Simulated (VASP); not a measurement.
## Rb3Ba: single point with PBE

Crystal: Rb3Ba.

```
CELL_PARAMETERS angstrom
-3.37146 3.37146 7.37135
3.37146 -3.37146 7.37135
3.37146 3.37146 -7.37135
ATOMIC_POSITIONS crystal
Rb 0.75000 0.25000 0.50000
Rb 0.25000 0.75000 0.50000
Rb 0.50000 0.50000 0.00000
Ba 0.00000 0.00000 0.00000
```

```yaml
Program: VASP 6.6.1
Task: single point
Functional: PBE
Potentials_or_basis: VASP PAW PBE potentials, release 64 (Rb_sv, Ba_sv)
Cutoff: 520 eV
k_mesh: 3 × 3 × 4
Occupations: methfessel-paxton, width 0.1 eV
Spin: no spin polarisation
Dipole_correction: no
Further_INCAR_settings: ALGO = Normal; EDIFF = 1e-06; NBANDS = 26; ISYM = 0
```

```
Pressure      : 0.0 GPa
Largest force : 0.003 eV/Å
```

Forces on the atoms (eV/Å):
```
Rb   0.002 -0.002  0.000
Rb  -0.002  0.002  0.000
Rb   0.000  0.000  0.000
Ba   0.000  0.000  0.000
```

Stress tensor (GPa, compression positive):
```
 0.01 -0.10  0.05
-0.10  0.01  0.05
 0.05  0.05 -0.06
```

Levels at points of the mesh, in eV from the Fermi level:
| k point | band 14 | band 15 | band 16 | band 17 | band 18 | band 19 | band 20 | band 21 | band 22 | band 23 |
| --- | --- | --- | --- | --- | --- | --- | --- | --- | --- | --- |
| (0.00, 0.00, 0.00) | -12.62 | -12.62 | -12.61 | -2.20 | -0.01 | 0.26 | 0.80 | 0.80 | 0.87 | 0.99 |
| (0.00, 0.00, 0.50) | -12.63 | -12.63 | -12.61 | -0.52 | -0.23 | -0.21 | -0.20 | 0.61 | 0.68 | 0.74 |

Wall time 7.4 min on 1 thread of Intel Xeon 8259CL (shared host), peak memory 0.76 GiB.

Caveat: spin-orbit coupling is left out, which moves the levels of the heavy elements.
